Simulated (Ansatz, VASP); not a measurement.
**Two plane-wave programs on CdS**

Contents of INCAR:

```
SYSTEM = CdS
PREC = Accurate
ENCUT = 500
EDIFF = 1E-6
ISMEAR = -1
SIGMA = 0.05
LREAL = .False.
LASPH = .True.
NELM = 120
ALGO = Normal
ISIF = 2
LWAVE = .False.
LCHARG = .True.
GGA = PE
LELF = .True.
LVHAR = .True.
NBANDS = 16
GGA_COMPAT = .False.
```

The input KPOINTS:

```
regular mesh
0
Gamma
  6 6 6
  0 0 0
```

Contents of POSCAR:

```
CdS
1.0
    0.0000000000      2.9553866667      2.9165000000
    2.9553866667      0.0000000000      2.9165000000
    2.9553866667      2.9553866667      0.0000000000
Cd S
1 1
Direct
    0.0000000000      0.0000000000      0.0000000000
    0.2500000000      0.2500000000      0.2500000000
```

Input for Ansatz:

```yaml
crystal:
  lattice:
    - [0.0, 2.955386666666667, 2.9165]
    - [2.955386666666667, 0.0, 2.9165]
    - [2.955386666666667, 2.955386666666667, 0.0]
  atoms:
    - { symbol: Cd, position: [0.0, 0.0, 0.0] }
    - { symbol: S, position: [0.25, 0.25, 0.25] }
basis:
  ecutwfc: 510.0
kpoints:
  mp_grid:
    grid: [6, 6, 6]
hamiltonian:
  xc: pbe
scf:
  max_iter: 80
  occupations:
    method: fermi_dirac
    width: 0.05
output:
  stress: true
```

Alike in both runs: task single point; functional PBE; k mesh 6 × 6 × 6; occupations fermi-dirac, width 0.05 eV; no spin polarisation.

```csv
,VASP,Ansatz
version,VASP 6.6.1,Ansatz 0.2.0
potentials or method,"VASP PAW PBE potentials, release 64 (Cd, S), cutoff 500 eV","plane waves, PAW"
valence electrons in the cell,18,26
```

```tsv
	VASP	Ansatz	Ansatz less VASP
pressure (GPa)	1.5	1.2	-0.31
traceless stress, the component that is largest in VASP (GPa)	0.15	0.16	+0.004
```

VASP's potentials hold 18 valence electrons a cell and Ansatz's 26, so a difference there can come from the potentials and not from the codes.
